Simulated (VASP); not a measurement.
# Tb (Fm-3m) in VASP: notebook

The runs below take Tb through single point, relaxation of cell and atoms, with r2SCAN+D3(BJ).

Everything below comes from runs of VASP 6.6.1. Logs are shortened: lines on timing, memory, paths and dates and some standing lists are left out, and cuts for length are marked.

## Step 1: The cell of the first run

The structure is cubic, space group Fm-3m (No. 225). Conventional cell: a = 5.055 Å, b = 5.055 Å, c = 5.055 Å, α = 90.00°, β = 90.00°, γ = 90.00°. Tb (site symmetry m-3m) has 12 Tb at 3.57 Å within 4.7 Å.

## Step 2: Single point, r2SCAN+D3(BJ), collinear spin, ferromagnetic start

The input, POSCAR:

```
Tb
1.0
    0.0000000000      2.5274218141      2.5274218141
    2.5274218141      0.0000000000      2.5274218141
    2.5274218141      2.5274218141      0.0000000000
Tb
1
Direct
    0.0000000000      0.0000000000      0.0000000000
```

The input, INCAR.step1:

```
ALGO = Normal ; EDIFF = 1E-4
ENCUT = 520 ; GGA = PE
ISMEAR = -1 ; ISPIN = 2
LASPH = True ; LCHARG = False
LMAXMIX = 6 ; LREAL = False
LWAVE = True ; MAGMOM = 6
NBANDS = 20 ; NELM = 150
PREC = Accurate ; SIGMA = 0.05
```

The input, INCAR.step2:

```
ALGO = Normal ; EDIFF = 1E-7
ENCUT = 520 ; ISIF = 2
ISMEAR = -1 ; ISPIN = 2
ISTART = 1 ; IVDW = 12
LASPH = True ; LCHARG = False
LMAXMIX = 6 ; LMIXTAU = True
LORBIT = 11 ; LREAL = False
LWAVE = False ; MAGMOM = 6
METAGGA = R2SCAN ; NBANDS = 20
NELM = 150 ; PREC = Accurate
SIGMA = 0.05 ; VDW_A1 = 0.49484001
VDW_A2 = 5.73083694 ; VDW_S6 = 1.0
VDW_S8 = 0.78981345
```

The input, KPOINTS:

```
k-points
0
Gamma
  9 9 9
```

Potentials or basis: VASP PAW PBE potentials, release 64 (Tb).

Command:

```sh
cat potpaw_PBE.64/Tb/POTCAR > POTCAR
cp INCAR.step1 INCAR
mpirun -np 1 vasp_std > vasp.out
cp INCAR.step2 INCAR
mpirun -np 1 vasp_std > vasp.out
```

OUTCAR:

```text
EDIFF = 1E-7
   ENCUT = 520
   ISIF = 2
   ISMEAR = -1
   ISPIN = 2
   ISTART = 1
   IVDW = 12
   LASPH = True
   LORBIT = 11
   LREAL = False
   METAGGA = R2SCAN
   NELM = 150
   PREC = Accurate
 IVDW          = 12

 ion  position               nearest neighbor table
   1  0.000  0.000  0.000-

  LATTYP: Found a face centered cubic cell.
 ALAT       =     5.0548436282

  Lattice vectors:

 A1 = (   0.0000000000,   2.5274218141,   2.5274218141)
 A2 = (   2.5274218141,   0.0000000000,   2.5274218141)
 A3 = (   2.5274218141,   2.5274218141,   0.0000000000)

Analysis of symmetry for initial positions (statically):
=====================================================================
 Subroutine PRICEL returns:
 Original cell was already a primitive cell.

 Routine SETGRP: Setting up the symmetry group for a
 face centered cubic supercell.

 Subroutine GETGRP returns: Found 48 space group operations
 (whereof 48 operations were pure point group operations)
 out of a pool of 48 trial point group operations.

The static configuration has the point symmetry O_h .

Analysis of symmetry for dynamics (positions and initial velocities):
=====================================================================
 Subroutine PRICEL returns:
 Original cell was already a primitive cell.

 Routine SETGRP: Setting up the symmetry group for a
 face centered cubic supercell.

 Subroutine GETGRP returns: Found 48 space group operations
 (whereof 48 operations were pure point group operations)
 out of a pool of 48 trial point group operations.

The dynamic configuration has the point symmetry O_h .

Analysis of structural, dynamic, and magnetic symmetry:
=====================================================================
 Subroutine PRICEL returns:
 Original cell was already a primitive cell.

 Routine SETGRP: Setting up the symmetry group for a
 face centered cubic supercell.

 Subroutine GETGRP returns: Found 48 space group operations
 (whereof 48 operations were pure point group operations)
 out of a pool of 48 trial point group operations.

The overall configuration has the point symmetry O_h .

 Subroutine INISYM returns: Found 48 space group operations
 (whereof 48 operations are pure point group operations),
 and found     1 'primitive' translations

----------------------------------------------------------------------------------------

                                     Primitive cell

  volume of cell :      32.2896

  direct lattice vectors                    reciprocal lattice vectors
     0.000000000  2.527421814  2.527421814    -0.197830056  0.197830056  0.197830056
     2.527421814  0.000000000  2.527421814     0.197830056 -0.197830056  0.197830056
     2.527421814  2.527421814  0.000000000     0.197830056  0.197830056 -0.197830056

  length of vectors
     3.574314207  3.574314207  3.574314207     0.342651709  0.342651709  0.342651709

  position of ions in fractional coordinates (direct lattice)
     0.000000000  0.000000000  0.000000000

  ion indices of the primitive-cell ions
   primitive index   ion index
                 1           1

----------------------------------------------------------------------------------------

 KPOINTS: k-points

Automatic generation of k-mesh.
 Grid dimensions read from file:
 generate k-points for:    9    9    9

 Generating k-lattice:

  Cartesian coordinates                     Fractional coordinates (reciprocal lattice)
    -0.021981117  0.021981117  0.021981117     0.111111111  0.000000000  0.000000000
     0.021981117 -0.021981117  0.021981117     0.000000000  0.111111111  0.000000000
     0.021981117  0.021981117 -0.021981117     0.000000000  0.000000000  0.111111111

  Length of vectors
     0.038072412  0.038072412  0.038072412

  Shift w.r.t. Gamma in fractional coordinates (k-lattice)
     0.000000000  0.000000000  0.000000000

 Subroutine IBZKPT returns following result:
 ===========================================

 Found     35 irreducible k-points:

 Following reciprocal coordinates:
            Coordinates               Weight
  0.000000  0.000000  0.000000      1.000000
  0.111111  0.000000  0.000000      8.000000
  0.222222  0.000000  0.000000      8.000000
  0.333333  0.000000  0.000000      8.000000
  0.444444  0.000000  0.000000      8.000000
  0.111111  0.111111  0.000000      6.000000
[... 16 lines left out ...]
 -0.333333  0.333333  0.000000     12.000000
  0.444444  0.444444  0.000000      6.000000
 [... further k-points ...]
   k-points           NKPTS =     35   k-points in BZ     NKDIM =     35   number of bands    NBANDS=     20
   number of dos      NEDOS =    301   number of ions     NIONS =      1
   total plane-waves  NPLWV =  21952
   dimension x,y,z NGX =    28 NGY =   28 NGZ =   28
   dimension x,y,z NGXF=    56 NGYF=   56 NGZF=   56
   ions per type =               1
   NGX,Y,Z   is equivalent  to a cutoff of  13.02, 13.02, 13.02 a.u.
   NGXF,Y,Z  is equivalent  to a cutoff of  26.05, 26.05, 26.05 a.u.
 SYSTEM =  unknown system
   PREC   = accura    normal or accurate (medium, high low for compatibility)
   ISTART =      1    job   : 0-new  1-cont  2-samecut
   ICHARG =      0    charge: 1-file 2-atom 10-const
   ISPIN  =      2    spin polarized calculation?
   LNONCOLLINEAR =      F non collinear calculations
   LSORBIT =      F    spin-orbit coupling
   LASPH  =      T    aspherical Exc in radial PAW
   ENCUT  =  520.0 eV  38.22 Ry    6.18 a.u.   6.65  6.65  6.65*2*pi/ulx,y,z
   NELM   =    150;   NELMIN=  2; NELMDL=  0     # of ELM steps
   EDIFF  = 0.1E-06   stopping-criterion for ELM
   LREAL  =      F    real-space projection
   EDIFFG = 0.1E-05   stopping-criterion for IOM
   NSW    =      0    number of steps for IOM
   IBRION =     -1    ionic relax: 0-MD 1-quasi-New 2-CG
   NFREE  =      0    steps in history (QN), initial steepest desc. (CG)
   ISIF   =      2    stress and relaxation
   ISYM   =      2    0-nonsym 1-usesym 2-fastsym
   POTIM  = 0.5000    time-step for ionic-motion
   TEBEG  =    0.0;   TEEND  =   0.0 temperature during run
   PSTRESS=    0.0 pullay stress
   NELECT =      19.0000    total number of electrons
   NUPDOWN=      -1.0000    fix difference up-down
   EMIN   =  10.00;   EMAX   =-10.00  energy-range for DOS
   EFERMI =   0.00;   METHOD = LEGACY
   ISMEAR =    -1;   SIGMA  =   0.05  broadening in eV -4-tet -1-fermi 0-gaus
   EFERMI_NEDOS =   21; number of points for ismear=-14 and -15
   IALGO  =     38    algorithm
   IMIX   =      4    mixing-type and parameters
     AMIX     =   0.40;   BMIX     =  1.00
     AMIX_MAG =   1.60;   BMIX_MAG =  1.00
  volume/ion in A,a.u.               =      32.29       217.90
  Fermi-wavevector in a.u.,A,eV,Ry     =   1.371845  2.592411 25.605594  1.881958
  Thomas-Fermi vector in A             =   2.497505
   LORBIT       =     11    0 simple, 1 ext, 2 COOP (PROOUT), +10 PAW based schemes
   METAGGA = R2SCAN    functional components
   LHFCALC =     F    Hartree Fock is set to
   AEXX    =    0.0000 exact exchange contribution
   IVDW    =    12    specifies the selected vdW correction
   LEPSILON=     F    determine dielectric tensor
   LRPA    =     F    only Hartree local field effects (RPA)
 spin polarized calculation
  energy-cutoff  :      520.00
  volume of cell :       32.29
 maximum number of plane-waves:       893
   NGX = 13   NGY = 13   NGZ = 13

 number of electron      19.0000002 magnetization       6.8228053

 Free energy of the ion-electron system (eV)
  ---------------------------------------------------
  ext. energy  EPLUGINS =         0.00000000
  ---------------------------------------------------
  free energy    TOTEN  =       -38.94843082 eV

  energy without entropy =      -38.93283949  energy(sigma->0) =      -38.94063515

 E-fermi :   2.9741     XC(G=0): -10.7718

 val. band max:        2.9620417292   @ k =  -0.4444   0.2222   0.1111
 cond. band min:       3.0086999558   @ k =   0.4444   0.4444   0.0000
 fundamental gap:      0.0466582267
 Fermi energy:         2.9741058100

 spin component 1

 k-point     1 :       0.0000    0.0000    0.0000
  band No.  band energies     occupation
      1     -45.5588      1.00000
      2     -21.0657      1.00000
      3     -21.0656      1.00000
      4     -21.0656      1.00000
      5      -2.8125      1.00000
      6      -2.8065      1.00000
[... 12 lines left out ...]
     19      16.1157      0.00000
     20      16.1157      0.00000

 k-point     2 :       0.1111    0.0000    0.0000
  band No.  band energies     occupation
      1     -45.5516      1.00000
      2     -21.1524      1.00000
      3     -21.0765      1.00000
      4     -21.0764      1.00000
      5      -2.8123      1.00000
      6      -2.7999      1.00000
[... 498 lines left out ...]
 k-point    24 :       0.4444    0.4444    0.0000
  band No.  band energies     occupation
      1     -45.4792      1.00000
      2     -21.7071      1.00000
      3     -21.3053      1.00000
      4     -21.3052      1.00000
      5      -2.8123      1.00000
      6      -2.7947      1.00000
[... 12 lines left out ...]
     19      11.9462      0.00000
     20      13.1320      0.00000

 [... further k-points ...]

 spin component 2

 k-point     1 :       0.0000    0.0000    0.0000
  band No.  band energies     occupation
      1     -42.1465      1.00000
      2     -18.5867      1.00000
      3     -18.5858      1.00000
      4     -18.5858      1.00000
      5      -1.3653      1.00000
      6       1.9306      1.00000
[... 12 lines left out ...]
     19      16.8441      0.00000
     20      16.8441      0.00000

 k-point     2 :       0.1111    0.0000    0.0000
  band No.  band energies     occupation
      1     -42.1378      1.00000
      2     -18.6872      1.00000
      3     -18.5983      1.00000
      4     -18.5977      1.00000
      5      -1.0093      1.00000
      6       1.9381      1.00000
[... 498 lines left out ...]
 k-point    24 :       0.4444    0.4444    0.0000
  band No.  band energies     occupation
      1     -42.0504      1.00000
      2     -19.3049      1.00000
      3     -18.8613      1.00000
      4     -18.8613      1.00000
      5       1.2622      1.00000
      6       2.1506      1.00000
[... 12 lines left out ...]
     19      13.3518      0.00000
     20      14.9682      0.00000

 [... further k-points ...]

------------------------ aborting loop because EDIFF is reached ----------------------------------------

 Edisp (eV)   -0.16739

 E8    (eV) :    -0.0767

  FORCE on cell =-STRESS in cart. coord.  units (eV):
  Direction    XX          YY          ZZ          XY          YZ          ZX
  --------------------------------------------------------------------------------------
  -------------------------------------------------------------------------------------
  Total       0.02259     0.02259     0.02259     0.00000     0.00000    -0.00000
  in kB       1.12088     1.12088     1.12088     0.00000     0.00000    -0.00000
  external pressure =        1.12 kB  Pullay stress =        0.00 kB

 VOLUME and BASIS-vectors are now :
 -----------------------------------------------------------------------------
  energy-cutoff  :      520.00
  volume of cell :       32.29
      direct lattice vectors                 reciprocal lattice vectors
     0.000000000  2.527421814  2.527421814    -0.197830056  0.197830056  0.197830056
     2.527421814  0.000000000  2.527421814     0.197830056 -0.197830056  0.197830056
     2.527421814  2.527421814  0.000000000     0.197830056  0.197830056 -0.197830056

 POSITION                                       TOTAL-FORCE (eV/Angst)
 -----------------------------------------------------------------------------------
      0.00000      0.00000      0.00000        -0.000000     -0.000000      0.000000
 -----------------------------------------------------------------------------------
    total drift:                               -0.000000      0.000000     -0.000000

  FREE ENERGIE OF THE ION-ELECTRON SYSTEM (eV)
  ---------------------------------------------------
  free  energy   TOTEN  =       -39.1158229675 eV

  energy  without entropy=      -39.1002316376  energy(sigma->0) =      -39.10802730

 total charge

# of ion       s       p       d       f       tot
--------------------------------------------------
    1        2.084   5.604   0.558   7.979  16.226

 magnetization (x)

# of ion       s       p       d       f       tot
--------------------------------------------------
    1        0.003  -0.040   0.273   5.861   6.097
```

Wall time 28 min (1 thread of Oxide Virtual Turin-like, shared host); peak memory 0.2 GiB.

Results:

```
Free energy                                           : -39.1158 eV
Pressure                                              : 0.1 GPa
Net moment                                            : 6.82 μB per cell
Site moments                                          : Tb +6.10 μB
Valence electrons inside the program's atomic spheres : Tb 16.23
Dispersion energy per atom                            : -0.167 eV
```

Levels at points of the mesh, in eV from the Fermi level:
Spin up:
```tsv
k point	band 11	band 12	band 13	band 14	band 15	band 16
(0.00, 0.00, 0.00)	-5.69	-4.66	1.48	1.48	1.48	3.84
```
Spin down:
```tsv
k point	band 3	band 4	band 5	band 6	band 7	band 8	band 9	band 10
(0.00, 0.00, 0.00)	-21.56	-21.56	-4.34	-1.04	0.34	0.34	0.34	1.65
```

Caveat: the magnetic or orbital state may not be the lowest; the PAW data sets were made with another functional, which shifts forces and pressure a little; spin-orbit coupling is left out, which moves the levels of the heavy elements; pairwise dispersion overbinds metals, which lowers pressure and volume.

(Part 1 of 2 ends here.)
